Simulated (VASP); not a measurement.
**PrAlF: relaxation of cell and atoms with PBE**

The system is PrAlF.

```xyz
3
Lattice="3.3067 0.0000 0.0000 0.0000 3.3067 0.0000 0.0000 0.0000 4.6449" Properties=species:S:1:pos:R:3 pbc="T T T"
Pr    1.6533    1.6533    0.0000
Al    1.6533    1.6533    2.3224
F     0.0000    0.0000    0.0000
```

The cell was generated, and may not be a known phase.

```
Program                : VASP 6.6.1
Task                   : relaxation of cell and atoms
Functional             : PBE
Potentials or basis    : VASP PAW PBE potentials, release 64 (Pr_3, Al, F), 4f in core
Cutoff                 : 600 eV
k mesh                 : 6 × 6 × 4
Occupations            : gaussian, width 0.1 eV
Spin                   : no spin polarisation
Dipole correction      : no
Further INCAR settings : ALGO = Normal; EDIFF = 1e-07; IBRION = 2; EDIFFG = -0.04; NSW = 90; ISIF = 3
```

- Relaxed volume: 24.25 Å³/atom
- Relaxed cell: a = 3.465 Å, b = 3.465 Å, c = 6.059 Å, α = 90.00°, β = 90.00°, γ = 90.00°
- Space group after relaxing (to 0.1 Å): P4/mmm (No. 123)
- Energy gained by relaxing: 1202.9 meV/atom
- Ionic steps: 8
- Pressure after relaxing: 0.0 GPa
- Band gap on the k mesh: zero (an odd number of electrons rules out a gap without spin polarisation)

Step by step:
```csv
step,energy change (eV),largest force (eV/Å),pressure (GPa),volume (Å³)
1,0.0000,0.0000,40.09,50.79
2,-3.0282,0.0000,-8.40,85.66
3,-3.6033,0.0000,1.13,71.37
4,-3.6082,0.0000,0.15,72.53
5,-3.6076,0.0000,0.54,72.06
6,-3.6082,0.0000,0.20,72.45
7,-3.6082,0.0000,0.26,72.39
8,-3.6087,0.0000,-0.04,72.74
```

Final structure:
```
Pr Al F
1.0
     3.46483    0.00000    0.00000
     0.00000    3.46483    0.00000
     0.00000    0.00000    6.05949
Pr Al F
1 1 1
Cartesian
  1.7324 1.7324 6.0595
  1.7324 1.7324 3.0297
  0.0000 3.4648 0.0000
```

Levels at points of the mesh, in eV from the Fermi level:
| k point | band 9 | band 10 | band 11 | band 12 | band 13 | band 14 |
| --- | --- | --- | --- | --- | --- | --- |
| (0.00, 0.00, 0.00) | -6.13 | -1.41 | 0.12 | 1.50 | 2.99 | 3.04 |
| (0.50, 0.00, 0.00) | -4.31 | -1.43 | 0.40 | 1.56 | 1.79 | 3.97 |
| (0.50, 0.50, 0.00) | -2.54 | -0.07 | -0.07 | 0.25 | 0.25 | 2.19 |
| (0.00, 0.00, 0.50) | -5.25 | -2.41 | -1.39 | 1.55 | 2.57 | 2.57 |
| (0.50, 0.00, 0.50) | -3.46 | -1.73 | -1.11 | 1.82 | 2.61 | 3.28 |
| (0.50, 0.50, 0.50) | -1.30 | -1.19 | -1.19 | -0.05 | 2.91 | 2.91 |

It took 2.4 min on 1 thread of Intel(R) Xeon(R) Platinum 8375C CPU @ 2.90GHz (Ice Lake) (shared host), peak memory 0.2 GiB.

Caveat: the volume moved by over 15 % at a fixed basis, so the end points are rough; spin-orbit coupling is left out, which moves the levels of the heavy elements; the 4f electrons are frozen in the core, so they carry no moment and show no levels; an odd number of electrons without spin polarisation forces a metal; a magnetic or distorted state may lie lower; the run has no spin polarisation, though such a crystal can be magnetic. With open d or f shells a metallic result of PBE can be an artefact of self-interaction; +U or a hybrid may open a gap.
